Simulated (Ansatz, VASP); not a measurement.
# One calculation of AlRu, two programs

File INCAR:

```
SYSTEM = AlRu
  PREC = Accurate
  ENCUT = 520
  EDIFF = 1E-7
  ISMEAR = 0
  SIGMA = 0.15
  LREAL = .FALSE.
  LASPH = .TRUE.
  NELM = 60
  ALGO = Fast
  ISIF = 2
  LWAVE = .FALSE.
  LCHARG = .FALSE.
  GGA = PS
  NBANDS = 25
```

Contents of KPOINTS:

```
Automatic mesh
0
G
  16 16 8
  0 0 0
```

POSCAR

```
AlRu
1.0
    2.9763250904      0.0000000000      0.0000000000
    0.0000000000      2.9763250904      0.0000000000
    0.0000000000      0.0000000000      5.9526501809
Al Ru
2 2
Direct
    0.0000000000      0.0000000000     -0.0098107563
    0.0000000000      0.0000000000      0.5098107563
    0.4844775021      0.5000000000      0.2500000000
    0.5155224979      0.5000000000      0.7500000000
```

Input for Ansatz:

```yaml
crystal:
  lattice:
    - [2.9763250904, 0.0, 0.0]
    - [0.0, 2.9763250904, 0.0]
    - [0.0, 0.0, 5.9526501809]
  atoms:
    - { symbol: Al, position: [0.0, 0.0, -0.0098107563] }
    - { symbol: Al, position: [0.0, 0.0, 0.5098107563] }
    - { symbol: Ru, position: [0.4844775021, 0.5, 0.25] }
    - { symbol: Ru, position: [0.5155224979, 0.5, 0.75] }
basis:
  ecutwfc: 420
kpoints:
  mp_grid: { grid: [16, 16, 8] }
hamiltonian:
  xc: pbesol
  pseudopotentials: { kind: paw, azcp: { folder: soft_1 } }
scf:
  occupations: { method: gaussian, width: 0.15 }
output:
  forces: true
  stress: true
  eigenvalues: true
  write_density: true
  write_potential: true
  elf: true
  volumetric_format: npy
```

Change from the starting cell: mode 4 frozen in at -0.046 Å and mode 12 at -0.058 Å (largest displacements).

Alike in both runs: task single point; functional PBEsol; k mesh 16 × 16 × 8; occupations gaussian, width 0.15 eV; no spin polarisation.

|  | VASP | Ansatz |
| --- | --- | --- |
| version | VASP 6.6.1 | Ansatz 0.2.0 |
| potentials or method | VASP PAW PBE potentials, release 64 (Al, Ru_pv), cutoff 520 eV | scalar-relativistic, plane waves, PAW |
| valence electrons in the cell | 34 | 38 |

Ansatz gave:

| Property | Result |
| --- | --- |
| gap on the k mesh at the Fermi level (eV) | none |
| pressure (GPa) | 0.5 |
| traceless stress, the component that is largest in VASP (GPa) | 0.17 |
| rms of the force components (eV/Å) | 0.335 |

Problem. Estimate VASP's values.

Solution. gap on the k mesh at the Fermi level (eV): none; pressure (GPa): 0.6; traceless stress, the component that is largest in VASP (GPa): 0.17; rms of the force components (eV/Å): 0.337.

VASP's potentials were made for PBE, not for PBEsol, and Ansatz warns of the same on its side. Atom by atom the forces differ by 0.003 eV/Å (rms over components). A gap of «none» marks a metal or a gap that the smearing closes. With one functional, cell and mesh, what is left measures potentials, basis and numerics. VASP's potentials hold 34 valence electrons a cell and Ansatz's 38, so a difference there can come from the potentials and not from the codes.
